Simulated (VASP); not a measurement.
AlB2P3:

```
B Al P
1.0
     3.27731    0.00000    0.00000
    -1.63865    2.83823    0.00000
     0.00000    0.00000    8.02773
B Al P
2 1 3
Cartesian
  0.0000 0.0000 0.0000
  1.6387 0.9461 5.3518
  0.0000 1.8922 2.6759
  1.6387 0.9461 7.3588
  0.0000 1.8922 4.6828
  0.0000 0.0000 2.0069
```

```yaml
Program: VASP 6.6.1
Task: relaxation of cell and atoms
Functional: PBE
Potentials_or_basis: VASP PAW PBE potentials, release 64 (B, Al, P)
Cutoff: 600 eV
k_mesh: 12 × 12 × 4
Occupations: fermi-dirac, width 0.02 eV
Spin: no spin polarisation
```

At the start: pressure 35.7 GPa; volume 12.45 Å³/atom.

**Question.** How do energy, volume and symmetry change on relaxing?

**Answer.** Over 16 steps the energy falls by 482.2 meV/atom and the volume is 14.54 Å³/atom (+16.9 %); space group P3m1 (No. 156, to 0.05 Å).

The path:
```tsv
step	energy change (eV)	largest force (eV/Å)	pressure (GPa)	volume (Å³)
1	0.0000	6.7595	35.67	74.67
2	-1.1462	2.3829	-16.46	108.80
3	-2.5201	1.7477	-3.42	91.47
4	-2.5242	1.7155	-2.59	90.83
5	-2.5245	1.6979	-2.13	90.49
6	-2.7725	0.8561	-1.76	89.28
7	-2.8032	0.9771	-1.42	88.71
8	-2.8783	0.3893	1.28	86.30
9	-2.8887	0.3455	0.44	86.92
10	-2.8925	0.0993	-0.23	87.42
11	-2.8928	0.0394	-0.10	87.32
12	-2.8929	0.0312	0.06	87.23
13	-2.8929	0.0223	0.02	87.25
14	-2.8929	0.0072	0.00	87.26
15	-2.8929	0.0056	0.00	87.27
16	-2.8929	0.0008	0.00	87.27
```

Final structure:
```
B Al P
1.0
     3.41408    0.00000    0.00000
    -1.70704    2.95668    0.00000
     0.00000    0.00000    8.64523
B Al P
2 1 3
Direct
  0.00000 0.00000 0.98548
  0.66667 0.33333 0.68590
  0.33333 0.66667 0.33739
  0.66667 0.33333 0.91394
  0.33333 0.66667 0.61343
  0.00000 0.00000 0.21386
```

Caveat: the volume moved by over 15 % at a fixed basis, so the end points are rough.
